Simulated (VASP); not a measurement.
A run of VASP 6.6.1 is set up as follows.

INCAR

```
SYSTEM = SiC
  ALGO = Normal
  EDIFF = 1E-6
  ENCUT = 520
  GGA = PE
  ISIF = 2
  ISMEAR = -1
  LASPH = .True.
  LCHARG = .False.
  LREAL = .False.
  LWAVE = .False.
  NBANDS = 11
  NELM = 100
  PREC = Accurate
  SIGMA = 0.1
```

Contents of KPOINTS:

```
k-points
0
Gamma
  16 16 16
  0 0 0
```

File POSCAR:

```
SiC
1.0
    0.0000000000      2.1294802867      2.1294802867
    2.1294802867      0.0000000000      2.1294802867
    2.1294802867      2.1294802867      0.0000000000
Si C
1 1
Direct
    0.0000000000      0.0000000000      0.0000000000
    0.2500000000      0.2500000000      0.2500000000
```

Potentials or basis: VASP PAW PBE potentials, release 64 (Si, C).

The run is started by

```sh
$ cat potpaw_PBE.64/Si/POTCAR potpaw_PBE.64/C/POTCAR > POTCAR
$ mpirun -np 1 vasp_std > vasp.out
```

Q: Predict the band gap on the k mesh.

A: 1.29 eV, indirect (least direct gap 4.61 eV).

Q: Estimate the pressure.

A: 20.9 GPa.

A k mesh can miss the band edges. PBE gaps usually lie below the measured ones, often by a third to a half.
